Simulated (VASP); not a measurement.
# FePt (P4/mmm) in VASP: further runs, part 3 of 3

VASP 6.6.1. Earlier steps stand in the parts before.

## Step 6: Relaxation of cell and atoms, PBE+D4, collinear spin, ferromagnetic start

This run uses another cell than the first one, of 13.80 Å³/atom.

The input, INCAR:

```
ALGO = Normal
EDIFF = 1E-6
EDIFFG = -0.02
ENCUT = 600
GGA = PE
IBRION = 2
ISIF = 3
ISMEAR = -1
ISPIN = 2
IVDW = 13
LASPH = T
LCHARG = F
LMAXMIX = 4
LORBIT = 11
LREAL = F
LWAVE = F
MAGMOM = 0 3
NELM = 150
NSW = 80
PREC = Accurate
SIGMA = 0.05
```

The input, KPOINTS:

```
k-points
0
Gamma
  10 10 7
```

The input, POSCAR:

```
FePt
1.0
    2.7235000000      0.0000000000      0.0000000000
    0.0000000000      2.7235000000      0.0000000000
    0.0000000000      0.0000000000      3.7200000000
Pt Fe
1 1
Direct
    0.5000000000      0.5000000000      0.5000000000
    0.0000000000      0.0000000000      0.0000000000
```

Potentials or basis: VASP PAW PBE potentials, release 64 (Pt, Fe).

Run with:

```sh
> cat potpaw_PBE.64/Pt/POTCAR potpaw_PBE.64/Fe/POTCAR > POTCAR
> mpirun -np 1 vasp_std > vasp.out
```

It took 1.9 min on 1 thread of AMD EPYC 9R45 (Zen 5), shared host; peak memory 0.2 GiB.

Results (log left out):

* Free energy: -15.8719 eV
* Relaxed volume: 13.62 Å³/atom
* Relaxed cell: a = 2.711 Å, b = 2.711 Å, c = 3.706 Å, α = 90.00°, β = 90.00°, γ = 90.00°
* Space group after relaxing (to 0.1 Å): P4/mmm (No. 123)
* Energy gained by relaxing: 1.5 meV/atom
* Ionic steps: 4
* Pressure after relaxing: -0.1 GPa
* Net moment: 3.25 μB per cell
* Site moments: Pt +0.33; Fe +2.89 μB
* Valence electrons inside the program's atomic spheres: Pt 9.47; Fe 7.01
* Dispersion energy per atom: -0.537 eV

Stress tensor (GPa, compression positive):
```
-0.20  0.00  0.00
 0.00 -0.20  0.00
 0.00  0.00  0.22
```

The path:
```csv
step,energy change (eV),largest force (eV/Å),pressure (GPa),volume (Å³)
1,0.0000,0.0000,-2.75,27.59
2,0.0060,0.0000,5.17,26.66
3,-0.0031,0.0000,0.04,27.24
4,-0.0031,0.0000,-0.06,27.25
```

Final structure:
```
CELL_PARAMETERS angstrom
2.71135 0.00000 0.00000
0.00000 2.71135 0.00000
0.00000 0.00000 3.70648
ATOMIC_POSITIONS crystal
Pt 0.50000 0.50000 0.50000
Fe 0.00000 0.00000 0.00000
```

Levels at points of the mesh, in eV from the Fermi level:
Spin up:
| k point | band 7 | band 8 | band 9 | band 10 | band 11 | band 12 | band 13 | band 14 | band 15 |
| --- | --- | --- | --- | --- | --- | --- | --- | --- | --- |
| (0.00, 0.00, 0.00) | -2.13 | -1.95 | -0.53 | -0.38 | -0.38 | 2.26 | 9.88 | 11.74 | 11.74 |
| (0.50, 0.00, 0.00) | -2.75 | -2.54 | -2.15 | -1.67 | 0.17 | 2.06 | 10.51 | 10.63 | 12.67 |
| (0.50, 0.50, 0.00) | -0.53 | -0.46 | -0.46 | 0.56 | 1.60 | 1.60 | 7.71 | 10.18 | 10.93 |
Spin down:
| k point | band 6 | band 7 | band 8 | band 9 | band 10 | band 11 |
| --- | --- | --- | --- | --- | --- | --- |
| (0.00, 0.00, 0.00) | -0.84 | -0.79 | 0.57 | 1.67 | 1.67 | 1.69 |
| (0.50, 0.00, 0.00) | -1.41 | -1.24 | -0.94 | 0.51 | 0.67 | 2.40 |
| (0.50, 0.50, 0.00) | 1.25 | 1.65 | 1.73 | 1.74 | 1.74 | 1.75 |

Caveat: spin-orbit coupling is left out, which moves the levels of the heavy elements.

## Step 7: Overview

```tsv
task	level	potentials or basis	cell	cutoff (eV)	gap on the mesh (eV)	pressure (GPa)	moment (μB)	relaxed volume (Å³/atom)
single point	LDA	VASP PAW LDA potentials, release 64 (Pt, Fe)	a = 2.759, b = 2.759, c = 3.769 Å, 2 atoms	520	none	-19.7	3.23	-
single point	RPBE+D3(BJ)	VASP PAW PBE potentials, release 64 (Pt, Fe)	a = 2.777, b = 2.777, c = 3.793 Å, 2 atoms	520	none	-35.6	3.41	-
single point	PBE exchange alone	VASP PAW PBE potentials, release 64 (Pt, Fe)	a = 2.889, b = 2.889, c = 3.908 Å, 2 atoms	520	none	-0.2	3.61	-
relaxation of cell and atoms	PBEsol+D3(BJ)	VASP PAW PBE potentials, release 64 (Pt, Fe)	relaxed from a = 2.724, b = 2.724, c = 3.720 Å, 2 atoms	600	none	0.1	3.19	13.06
relaxation of cell and atoms	PBE+D4	VASP PAW PBE potentials, release 64 (Pt, Fe)	relaxed from a = 2.724, b = 2.724, c = 3.720 Å, 2 atoms	600	none	-0.1	3.25	13.62
```

Alike in all rows: spin collinear, ferromagnetic start; k mesh 10 × 10 × 7; smearing fermi-dirac 0.05 eV.

Caveats: spin-orbit coupling is left out, which moves the levels of the heavy elements; the cell stands under tension (at least some runs); the PAW data sets were made with another functional, which shifts forces and pressure a little (at least some runs); the dispersion term is far too large for a dense solid, which distorts pressure and volume (at least some runs).

Absolute energies hang on the potentials; compare differences alone.
